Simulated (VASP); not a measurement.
# Pb: single point with PBE

Pb:

```xyz
1
Lattice="0.0000 2.4750 2.4750 2.4750 0.0000 2.4750 2.4750 2.4750 0.0000" Properties=species:S:1:pos:R:3 pbc="T T T"
Pb    0.0000    0.0000    0.0000
```

```
Program             : VASP 6.6.1
Task                : single point
Functional          : PBE
Potentials or basis : VASP PAW PBE potentials, release 64 (Pb_d)
Cutoff              : 520 eV
k mesh              : 4 × 4 × 4
Occupations         : fermi-dirac, width 0.02 eV
Spin                : no spin polarisation
```

```
Pressure               : 1.8 GPa
Band gap on the k mesh : zero (band 7 reaches 14.68 eV, above the bottom of band 8 at 5.90 eV)
```

Levels at points of the mesh, in eV from the Fermi level:
| k point | band 3 | band 4 | band 5 | band 6 | band 7 | band 8 | band 9 | band 10 | band 11 | band 12 |
| --- | --- | --- | --- | --- | --- | --- | --- | --- | --- | --- |
| (0.00, 0.00, 0.00) | -17.54 | -17.39 | -17.39 | -12.19 | 6.99 | 6.99 | 6.99 | 9.35 | 10.90 | 12.06 |
| (0.50, 0.00, 0.00) | -17.52 | -17.26 | -17.26 | -8.57 | -4.63 | 5.15 | 5.15 | 8.82 | 9.04 | 10.78 |
| (0.50, 0.50, 0.00) | -17.27 | -17.23 | -17.23 | -7.16 | -3.70 | 1.62 | 1.62 | 4.95 | 6.23 | 17.82 |

Run time: 6.2 s on 1 thread of Intel(R) Xeon(R) Platinum 8488C (Sapphire Rapids), with other jobs on the host, peak memory 0.15 GiB.

Caveat: the k points lie up to 0.55 Å⁻¹ apart; spin-orbit coupling is left out, which moves the levels of the heavy elements.
